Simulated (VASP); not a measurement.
Set up this calculation in VASP 6.6.1, as the native input.

```
Task                   : single point
Functional             : LDA
Potentials or basis    : VASP PAW LDA potentials, release 64 (Cs_sv, Sn_d, I)
Cutoff                 : 520 eV
k mesh                 : 3 × 3 × 3
Occupations            : gaussian, width 0.1 eV
Spin                   : no spin polarisation
Dipole correction      : no
Further INCAR settings : LREAL = Auto; ALGO = Normal; EDIFF = 1e-06; NBANDS = 84
```

The structure of Cs4Sn2I11 (a cell with a defect) lies in POSCAR:

```
Cs4Sn2I11
1.0
    0.0000000000     -5.6412851464      5.6412851464
    0.0000000000      5.6412851464      5.6412851464
  -11.2825702928      0.0000000000      0.0000000000
Cs Sn I
4 2 11
Direct
    0.0000000000      0.5000000000      0.7502937658
    0.5000000000      0.0000000000      0.2552521139
    0.0000000000      0.5000000000      0.2552521139
    0.5000000000      0.0000000000      0.7502937658
    0.0000000000      0.0000000000     -0.0240167657
    0.5000000000      0.5000000000      0.4962496368
    0.5000000000      0.5000000000      0.7524030113
    0.7556495158      0.2443504842      0.4957371190
    0.2522950454      0.7477049546      1.0135689708
    0.2443504842      0.7556495158      0.4957371190
    0.7477049546      0.2522950454      0.0135689708
    0.0000000000      0.0000000000      0.7315492329
    0.5000000000      0.5000000000      0.2430833280
    0.2443504842      0.2443504842      0.4957371190
    0.7477049546      0.7477049546      0.0135689708
    0.7556495158      0.7556495158      0.4957371190
    0.2522950454      0.2522950454      0.0135689708
```

This cell differs from its parent crystal: atoms taken out, then relaxed in part.

These files were run (other wordings do the same):

INCAR

```
PREC = Accurate
ENCUT = 520
EDIFF = 1E-6
ISMEAR = 0
SIGMA = 0.1
LREAL = Auto
LASPH = T
NELM = 60
ALGO = Normal
ISIF = 2
LWAVE = F
LCHARG = F
GGA = CA
NBANDS = 84
```

KPOINTS

```
Automatic mesh
0
Gamma
  3 3 3
```

Potentials or basis: VASP PAW LDA potentials, release 64 (Cs_sv, Sn_d, I).

Command:

```console
$ cat potpaw_LDA.64/Cs_sv/POTCAR potpaw_LDA.64/Sn_d/POTCAR potpaw_LDA.64/I/POTCAR > POTCAR
$ mpirun -np 1 vasp_std > vasp.out
```

Results of the run:

| Quantity | Value |
| --- | --- |
| Pressure | 0.0 GPa |
| Largest force | 0.018 eV/Å |
| Band gap on the k mesh | zero (an odd number of electrons rules out a gap without spin polarisation) |

Caveat: the cell differs from its parent crystal (atoms taken out, then relaxed in part); spin-orbit coupling is left out, which moves the levels of the heavy elements; an odd number of electrons without spin polarisation forces a metal; a magnetic or distorted state may lie lower.

It took 11 min on 1 thread of AMD EPYC 7R13 Processor (Zen 3), on a shared host, peak memory 0.55 GiB.
